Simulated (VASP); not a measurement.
Input of a VASP 6.6.1 run:

INCAR

```
ALGO = Normal
EDIFF = 1E-6
ENCUT = 520
ISIF = 2
ISMEAR = -1
LASPH = T
LCHARG = F
LREAL = F
LWAVE = F
NBANDS = 19
NELM = 60
PREC = Accurate
SIGMA = 0.08
```

KPOINTS

```
k-points
0
Gamma
  14 14 10
```

The input POSCAR:

```
TiHg
1.0
    3.0090000000      0.0000000000      0.0000000000
    0.0000000000      3.0090000000      0.0000000000
    0.0000000000      0.0000000000      4.1218200000
Ti Hg
1 1
Direct
    0.5000000000      0.5000000000      0.5000000000
    0.0000000000      0.0000000000      0.0000000000
```

Potentials or basis: VASP PAW LDA potentials, release 64 (Ti_sv, Hg).

The run is started by

```bash
$ cat potpaw_LDA.64/Ti_sv/POTCAR potpaw_LDA.64/Hg/POTCAR > POTCAR
$ mpirun -np 1 vasp_std > vasp.out
```

Estimate the pressure.

-7.8 GPa.

Predict the band gap on the k mesh.

zero (bands 12 and 13 overlap by 1.09 eV).

Stress tensor (GPa, compression positive):
```
-7.68  0.00  0.00
 0.00 -7.68  0.00
 0.00  0.00 -8.19
```

Caveat: the cell differs from its parent crystal (zz strain of +2 %); the cell stands under tension; spin-orbit coupling is left out, which moves the levels of the heavy elements.
